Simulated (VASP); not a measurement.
# C (P6_3/mmc) in VASP: notebook

The runs below take C through dielectric tensor, vibrations by perturbation theory, with PBE, PBEsol, r2SCAN.

Program: VASP 6.6.1. These are calculated values, not measurements. Logs are shortened: lines on timing, memory, paths and dates and some standing lists are left out, and cuts for length are marked.

## (1) The cell of the first run

It takes space group P6_3/mmc (No. 194, hexagonal). The conventional cell has a = 2.503 Å, b = 2.503 Å, c = 4.169 Å, α = 90.00°, β = 90.00°, γ = 120.00°. Within 2.0 Å of C (site symmetry 3m) lie 4 C at 1.54 to 1.56 Å.

## (2) Dielectric tensor, PBE

INCAR

```
SYSTEM = C
  ALGO = Normal
  EDIFF = 1E-8
  ENCUT = 520
  GGA = PE
  ISIF = 2
  ISMEAR = 0
  LASPH = .True.
  LCHARG = .False.
  LEPSILON = .True.
  LREAL = .False.
  LWAVE = .False.
  NELM = 80
  PREC = Accurate
  SIGMA = 0.01
```

KPOINTS

```
k-points
0
Gamma
  9 9 6
  0 0 0
```

POSCAR

```
C
1.0
    2.5031953547      0.0000000000      0.0000000000
   -1.2515976774      2.1678307678      0.0000000000
    0.0000000000      0.0000000000      4.1688692743
C
4
Direct
    0.3333333333      0.6666666667      0.0002313159
    0.6666666667      0.3333333333      0.5002313159
    0.3333333333      0.6666666667      0.3747686841
    0.6666666667      0.3333333333      0.8747686841
```

Potentials or basis: VASP PAW PBE potentials, release 64 (C).

Launch:

```
$ cat potpaw_PBE.64/C/POTCAR > POTCAR
$ mpirun -np 1 vasp_std > vasp.out
```

OUTCAR:

```text
SYSTEM = C
   EDIFF = 1E-8
   ENCUT = 520
   GGA = PE
   ISIF = 2
   ISMEAR = 0
   LASPH = .True.
   LEPSILON = .True.
   LREAL = .False.
   NELM = 80
   PREC = Accurate

 ion  position               nearest neighbor table
   1  0.333  0.667  0.000-   4 1.54   4 1.54   4 1.54   3 1.56
   2  0.667  0.333  0.500-   3 1.54   3 1.54   3 1.54   4 1.56
   3  0.333  0.667  0.375-   2 1.54   2 1.54   2 1.54   1 1.56
   4  0.667  0.333  0.875-   1 1.54   1 1.54   1 1.54   2 1.56

  LATTYP: Found a hexagonal cell.
 ALAT       =     2.5031953547
 C/A-ratio  =     1.6654190679

  Lattice vectors:

 A1 = (   2.5031953547,   0.0000000000,   0.0000000000)
 A2 = (  -1.2515976774,   2.1678307678,   0.0000000000)
 A3 = (   0.0000000000,   0.0000000000,   4.1688692743)

Analysis of symmetry for initial positions (statically):
=====================================================================
 Subroutine PRICEL returns:
 Original cell was already a primitive cell.

 Routine SETGRP: Setting up the symmetry group for a
 hexagonal supercell.

 Subroutine GETGRP returns: Found 24 space group operations
 (whereof  6 operations were pure point group operations)
 out of a pool of 24 trial point group operations.

The static configuration has the point symmetry C_3v.
 The point group associated with its full space group is D_6h.

Analysis of symmetry for dynamics (positions and initial velocities):
=====================================================================
 Subroutine PRICEL returns:
 Original cell was already a primitive cell.

 Routine SETGRP: Setting up the symmetry group for a
 hexagonal supercell.

 Subroutine GETGRP returns: Found 24 space group operations
 (whereof  6 operations were pure point group operations)
 out of a pool of 24 trial point group operations.

The dynamic configuration has the point symmetry C_3v.
 The point group associated with its full space group is D_6h.

 Subroutine INISYM returns: Found 24 space group operations
 (whereof  6 operations are pure point group operations),
 and found     1 'primitive' translations

----------------------------------------------------------------------------------------

                                     Primitive cell

  volume of cell :      22.6224

  direct lattice vectors                    reciprocal lattice vectors
     2.503195355  0.000000000  0.000000000     0.399489396  0.230645310  0.000000000
    -1.251597677  2.167830768  0.000000000     0.000000000  0.461290620  0.000000000
     0.000000000  0.000000000  4.168869274     0.000000000  0.000000000  0.239873197

  length of vectors
     2.503195355  2.503195355  4.168869274     0.461290620  0.461290620  0.239873197

  position of ions in fractional coordinates (direct lattice)
     0.333333333  0.666666667  0.000231316
     0.666666667  0.333333333  0.500231316
     0.333333333  0.666666667  0.374768684
     0.666666667  0.333333333  0.874768684

  ion indices of the primitive-cell ions
   primitive index   ion index
                 1           1
                 2           2
                 3           3
                 4           4

----------------------------------------------------------------------------------------

 KPOINTS: k-points

Automatic generation of k-mesh.
 Grid dimensions read from file:
 generate k-points for:    9    9    6

 Generating k-lattice:

  Cartesian coordinates                     Fractional coordinates (reciprocal lattice)
     0.044387711  0.025627257  0.000000000     0.111111111  0.000000000  0.000000000
     0.000000000  0.051254513  0.000000000     0.000000000  0.111111111  0.000000000
[... 98 lines left out ...]

 number of electron      16.0000000 magnetization

 E-fermi :  10.2147     XC(G=0): -13.2600

 val. band max:       10.0591570009   @ k =   0.0000   0.0000   0.0000
 cond. band min:      13.3694307205   @ k =   0.3333   0.3333   0.0000
 fundamental gap:      3.3102737196
 Fermi energy:        10.2147272935

 k-point     1 :       0.0000    0.0000    0.0000
  band No.  band energies     occupation
      1     -11.7669      2.00000
      2      -6.1849      2.00000
      3      -3.6570      2.00000
      4       6.9752      2.00000
      5       6.9752      2.00000
      6       9.5815      2.00000
      7      10.0592      2.00000
      8      10.0592      2.00000
      9      15.0458      0.00000
     10      15.0458      0.00000
     11      15.3970      0.00000
     12      18.2431      0.00000
[... 331 lines left out ...]
 k-point    24 :       0.3333    0.3333    0.1667
  band No.  band energies     occupation
      1      -4.4401      2.00000
      2      -4.4401      2.00000
      3      -0.8977      2.00000
      4      -0.4943      2.00000
      5      -0.4943      2.00000
      6       2.5704      2.00000
      7       3.7652      2.00000
      8       3.7652      2.00000
      9      14.1984      0.00000
     10      20.3634      0.00000
     11      20.3634      0.00000
     12      22.6090      0.00000

 [... further k-points ...]

  FORCE on cell =-STRESS in cart. coord.  units (eV):
  Direction    XX          YY          ZZ          XY          YZ          ZX
  --------------------------------------------------------------------------------------
  -------------------------------------------------------------------------------------
  Total        0.7226736      0.7226736      0.6056611     -0.0000000     -0.0000000      0.0000000
  in kB       51.1816598     51.1816598     42.8945265     -0.0000000     -0.0000000      0.0000000
  external PRESSURE =      48.4192820 kB  Pullay stress =       0.0000000 kB

 VOLUME and BASIS-vectors are now :
 -----------------------------------------------------------------------------
  energy-cutoff  :      520.00
  volume of cell :       22.62
      direct lattice vectors                 reciprocal lattice vectors
     2.503195355  0.000000000  0.000000000     0.399489396  0.230645310  0.000000000
    -1.251597677  2.167830768  0.000000000     0.000000000  0.461290620  0.000000000
     0.000000000  0.000000000  4.168869274     0.000000000  0.000000000  0.239873197

 POSITION                                       TOTAL-FORCE (eV/Angst)
 -----------------------------------------------------------------------------------
     -0.00000      1.44522      0.00096        -0.000000     -0.000000      0.015599
      1.25160      0.72261      2.08540         0.000000      0.000000      0.015599
     -0.00000      1.44522      1.56236         0.000000     -0.000000     -0.015599
      1.25160      0.72261      3.64680        -0.000000      0.000000     -0.015599
 -----------------------------------------------------------------------------------
    total drift:                               -0.000000      0.000000      0.000000

  FREE ENERGIE OF THE ION-ELECTRON SYSTEM (eV)
  ---------------------------------------------------
  free  energy   TOTEN  =       -36.2687972638 eV

  energy  without entropy=      -36.2687972638  energy(sigma->0) =      -36.26879726

 HEAD OF MICROSCOPIC STATIC DIELECTRIC TENSOR (INDEPENDENT PARTICLE, excluding Hartree and local field effects)
 ------------------------------------------------------
           5.782917    -0.000000     0.000000
          -0.000000     5.782917    -0.000000
           0.000000     0.000000     6.089112
 ------------------------------------------------------

 Free energy of the ion-electron system (eV)
  ---------------------------------------------------
  ---------------------------------------------------
  free energy    TOTEN  =        -0.31297289 eV

  energy without entropy =       -0.31297289

------------------------ aborting loop because EDIFF is reached ----------------------------------------

--------------------------------------- Ionic step        2  -------------------------------------------

------------------------ aborting loop because EDIFF is reached ----------------------------------------

--------------------------------------- Ionic step        3  -------------------------------------------

 Free energy of the ion-electron system (eV)
  ---------------------------------------------------
  ---------------------------------------------------
  free energy    TOTEN  =        -0.33510865 eV

  energy without entropy =       -0.33510865

------------------------ aborting loop because EDIFF is reached ----------------------------------------

 PIEZOELECTRIC TENSOR FIELD DIRECTION 3  (e Angst)
 -----------------------------------------------------------------------------
    -0.00166 -0.00000  0.00000           ( -0.00000  0.00000  0.00000)
     0.00000 -0.00166 -0.00000           (  0.00000 -0.00000 -0.00000)
     0.00000 -0.00000  0.00258           (  0.00000 -0.00000  0.00001)

 PIEZOELECTRIC TENSOR FIELD DIRECTION 3  (C/m^2)
 -----------------------------------------------------------------------------
    -0.00117 -0.00000  0.00000
     0.00000 -0.00117 -0.00000
     0.00000 -0.00000  0.00183

 MACROSCOPIC STATIC DIELECTRIC TENSOR (including local field effects in DFT)
 ------------------------------------------------------
           5.658882    -0.000000     0.000000
          -0.000000     5.658882     0.000000
           0.000000    -0.000000     5.980008
 ------------------------------------------------------

 PIEZOELECTRIC TENSOR (including local field effects)  for field in x, y, z        (e  Angst)
          XX          YY          ZZ          XY          YZ          ZX
  --------------------------------------------------------------------------------
  x     0.00000    -0.00000     0.00000     0.00000     0.00000     0.00000
  y     0.00000     0.00000    -0.00000     0.00000     0.00000     0.00000
  z     0.00000     0.00000     0.00000     0.00000     0.00000     0.00000

 PIEZOELECTRIC TENSOR (including local field effects)  for field in x, y, z        (C/m^2)
          XX          YY          ZZ          XY          YZ          ZX
  --------------------------------------------------------------------------------
  x     0.00000    -0.00000     0.00000     0.00000     0.00000     0.00000
  y     0.00000     0.00000    -0.00000     0.00000     0.00000     0.00000
  z     0.00000     0.00000     0.00000     0.00000     0.00000     0.00000

 BORN EFFECTIVE CHARGES (including local field effects) (in |e|, cummulative output)
 ---------------------------------------------------------------------------------
 ion    1
    1     0.00000     0.00000     0.00000
    2     0.00000     0.00000     0.00000
    3    -0.00000     0.00000     0.00000
 ion    2
    1     0.00000     0.00000    -0.00000
    2     0.00000     0.00000    -0.00000
    3     0.00000    -0.00000     0.00000
 ion    3
    1     0.00000    -0.00000    -0.00000
    2     0.00000     0.00000    -0.00000
    3     0.00000     0.00000     0.00000
 ion    4
    1     0.00000     0.00000     0.00000
    2     0.00000     0.00000     0.00000
    3    -0.00000    -0.00000     0.00000
```

Wall time 52 s (1 thread of Intel Xeon 6975P-C (Granite Rapids), shared host); peak memory 0.18 GiB.

Results:

```
Band gap on the k mesh                  : 3.31 eV (least direct gap 4.99 eV)
Electronic dielectric tensor (diagonal) : 5.66, 5.66, 5.98
Born charges (mean of the diagonal)     : C +0.00 e
```

Levels at points of the mesh, in eV from the valence-band top:
| k point | band 5 | band 6 | band 7 | band 8 | band 9 | band 10 | band 11 | band 12 |
| --- | --- | --- | --- | --- | --- | --- | --- | --- |
| (0.00, 0.00, 0.00) | -3.08 | -0.48 | 0.00 | 0.00 | 4.99 | 4.99 | 5.34 | 8.18 |
| (0.00, 0.00, 0.50) | -1.85 | -1.85 | -1.85 | -1.85 | 7.27 | 7.27 | 7.27 | 7.27 |

Electronic dielectric tensor:
```
5.66 0.00 0.00
0.00 5.66 0.00
0.00 0.00 5.98
```

Born effective charge tensors (e):
atom 1, C
```
0.00 0.00 0.00
0.00 0.00 0.00
0.00 0.00 0.00
```
atom 2, C
```
0.00 0.00 0.00
0.00 0.00 0.00
0.00 0.00 0.00
```
atom 3, C
```
0.00 0.00 0.00
0.00 0.00 0.00
0.00 0.00 0.00
```
atom 4, C
```
0.00 0.00 0.00
0.00 0.00 0.00
0.00 0.00 0.00
```

Caveat: an odd mesh through Γ misses points on the zone boundary, where band edges can lie.

## (3) Vibrations by perturbation theory, PBEsol

This run uses another cell than the first one, of 5.63 Å³/atom.

INCAR

```
SYSTEM = C
PREC = Accurate ; ENCUT = 520
EDIFF = 1E-8 ; ISMEAR = 0
SIGMA = 0.01 ; LREAL = .False.
LASPH = .True. ; NELM = 80
ALGO = Normal ; ISIF = 2
LWAVE = .False. ; LCHARG = .False.
GGA = PS ; IBRION = 8
NSW = 1 ; LEPSILON = .True.
```

KPOINTS

```
regular mesh
0
Gamma
  9 9 6
  0 0 0
```

POSCAR

```
C
1.0
    2.4988208243      0.0000000000      0.0000000000
   -1.2494104122      2.1640423133      0.0000000000
    0.0000000000      0.0000000000      4.1608703576
C
4
Direct
    0.3333333333      0.6666666667      0.0003017321
    0.6666666667      0.3333333333      0.5003017321
    0.3333333333      0.6666666667      0.3746982679
    0.6666666667      0.3333333333      0.8746982679
```

Potentials or basis: VASP PAW PBE potentials, release 64 (C).

Launch:

```
$ cat potpaw_PBE.64/C/POTCAR > POTCAR
$ mpirun -np 1 vasp_std > vasp.out
```

OUTCAR:

```text
SYSTEM = C
   PREC = Accurate
   ENCUT = 520
   EDIFF = 1E-8
   ISMEAR = 0
   LREAL = .False.
   LASPH = .True.
   NELM = 80
   ISIF = 2
   GGA = PS
   IBRION = 8
   NSW = 1
   LEPSILON = .True.

 ion  position               nearest neighbor table
   1  0.333  0.667  0.000-   4 1.53   4 1.53   4 1.53   3 1.56
   2  0.667  0.333  0.500-   3 1.53   3 1.53   3 1.53   4 1.56
   3  0.333  0.667  0.375-   2 1.53   2 1.53   2 1.53   1 1.56
   4  0.667  0.333  0.875-   1 1.53   1 1.53   1 1.53   2 1.56

  LATTYP: Found a hexagonal cell.
 ALAT       =     2.4988208243
 C/A-ratio  =     1.6651335370

  Lattice vectors:

 A1 = (   2.4988208243,   0.0000000000,   0.0000000000)
 A2 = (  -1.2494104122,   2.1640423133,   0.0000000000)
 A3 = (   0.0000000000,   0.0000000000,   4.1608703576)

Analysis of symmetry for initial positions (statically):
[... 696 lines left out ...]

 Eigenvectors and eigenvalues of the dynamical matrix
 ----------------------------------------------------

   1 f  =   39.417318 THz   247.666311 2PiTHz 1314.820190 cm-1   163.016854 meV
             X         Y         Z           dx          dy          dz
     -0.000000  1.442695  0.001255     0.461332   -0.192803   -0.000000
      1.249410  0.721347  2.081691     0.461332   -0.192803   -0.000000
     -0.000000  1.442695  1.559071    -0.461332    0.192803    0.000000
      1.249410  0.721347  3.639506    -0.461332    0.192803    0.000000
[... 64 lines left out ...]
  11 f  =    0.000000 THz     0.000002 2PiTHz    0.000011 cm-1     0.000001 meV
             X         Y         Z           dx          dy          dz
     -0.000000  1.442695  0.001255     0.499565    0.020784   -0.001564
      1.249410  0.721347  2.081691     0.499565    0.020784   -0.001564
     -0.000000  1.442695  1.559071     0.499565    0.020784   -0.001564
      1.249410  0.721347  3.639506     0.499565    0.020784   -0.001564

  12 f/i=    0.000001 THz     0.000005 2PiTHz    0.000028 cm-1     0.000003 meV
             X         Y         Z           dx          dy          dz
     -0.000000  1.442695  0.001255     0.020720   -0.499289   -0.016768
      1.249410  0.721347  2.081691     0.020720   -0.499289   -0.016768
     -0.000000  1.442695  1.559071     0.020720   -0.499289   -0.016768
      1.249410  0.721347  3.639506     0.020720   -0.499289   -0.016768

--------------------------------------------------------------------------------------------------------

 MACROSCOPIC STATIC DIELECTRIC TENSOR IONIC CONTRIBUTION
 ------------------------------------------------------
           0.000000     0.000000    -0.000000
           0.000000     0.000000    -0.000000
          -0.000000    -0.000000     0.000000
 ------------------------------------------------------

 ELASTIC MODULI CONTR FROM IONIC RELAXATION (kBar)
 Direction    XX          YY          ZZ          XY          YZ          ZX
 --------------------------------------------------------------------------------
 XX         -97.0959     56.5868      8.4114      0.0000     -0.0000     -0.0000
 YY          56.5868    -97.0959      8.4114      0.0000      0.0000      0.0000
 ZZ           8.4114      8.4114     -3.4931     -0.0000      0.0000     -0.0000
 XY           0.0000      0.0000     -0.0000    -76.8414      0.0000      0.0000
 YZ          -0.0000      0.0000      0.0000      0.0000    -91.0179      0.0000
 ZX          -0.0000      0.0000     -0.0000     -0.0000      0.0000    -77.5297
 --------------------------------------------------------------------------------

 PIEZOELECTRIC TENSOR IONIC CONTR  for field in x, y, z        (C/m^2)
          XX          YY          ZZ          XY          YZ          ZX
  --------------------------------------------------------------------------------
  x    -0.00000    -0.00000     0.00000    -0.00000     0.00000     0.00000
  y     0.00000    -0.00000     0.00000     0.00000    -0.00000     0.00000
  z    -0.00000    -0.00000     0.00000     0.00000     0.00000     0.00000
```

OSZICAR:

```text
N       E                     dE             d eps       ncg     rms          rms(c)
DAV:   1     0.296282690723E+02    0.29628E+02   -0.85889E+03  1152   0.128E+03
DAV:   2    -0.375089831725E+02   -0.67137E+02   -0.62117E+02  1648   0.221E+02
DAV:   3    -0.397515298814E+02   -0.22425E+01   -0.22293E+01  1488   0.386E+01
DAV:   4    -0.397721823596E+02   -0.20652E-01   -0.20636E-01  1464   0.404E+00
[... 153 lines left out ...]
RMM:  11    -0.131789349993E+00   -0.15644E-08    0.53116E-07  2713   0.790E-05    0.353E-06
RMM:  12    -0.131789361372E+00   -0.11379E-07   -0.35628E-07  2836   0.430E-05    0.113E-06
RMM:  13    -0.131789388152E+00   -0.26780E-07   -0.76754E-07  2703   0.344E-05    0.474E-07
RMM:  14    -0.131789382352E+00    0.58005E-08   -0.80179E-07  2208   0.323E-05    0.119E-07
RMM:  15    -0.131789391268E+00   -0.89159E-08   -0.91445E-07  1856   0.318E-05    0.724E-08
 Linear response finished
```

Run time: 1.7 min. Hardware: 1 thread of Intel Xeon 6975P-C (Granite Rapids), shared host; peak memory 0.25 GiB.

Results:

- Electronic dielectric tensor (diagonal): 5.70, 5.70, 6.00
- Born charges (mean of the diagonal): C +0.00 e
- Highest phonon frequency at Γ: 1315 cm⁻¹

Phonon frequencies in cm⁻¹ (negative: imaginary):
```csv
q point,frequencies
"(0.000, 0.000, 0.000)",0 0 0 522 522 1068 1205 1205 1240 1284 1315 1315
```

Electronic dielectric tensor:
```
5.70 0.00 0.00
0.00 5.70 0.00
0.00 0.00 6.00
```

Born effective charge tensors (e):
atom 1, C
```
0.00 0.00 0.00
0.00 0.00 0.00
0.00 0.00 0.00
```
atom 2, C
```
0.00 0.00 0.00
0.00 0.00 0.00
0.00 0.00 0.00
```
atom 3, C
```
0.00 0.00 0.00
0.00 0.00 0.00
0.00 0.00 0.00
```
atom 4, C
```
0.00 0.00 0.00
0.00 0.00 0.00
0.00 0.00 0.00
```

Caveat: the cell stands under pressure or tension, which shifts response properties; the PAW data sets were made with another functional, which shifts forces and pressure a little.

(Part 1 of 2 ends here.)
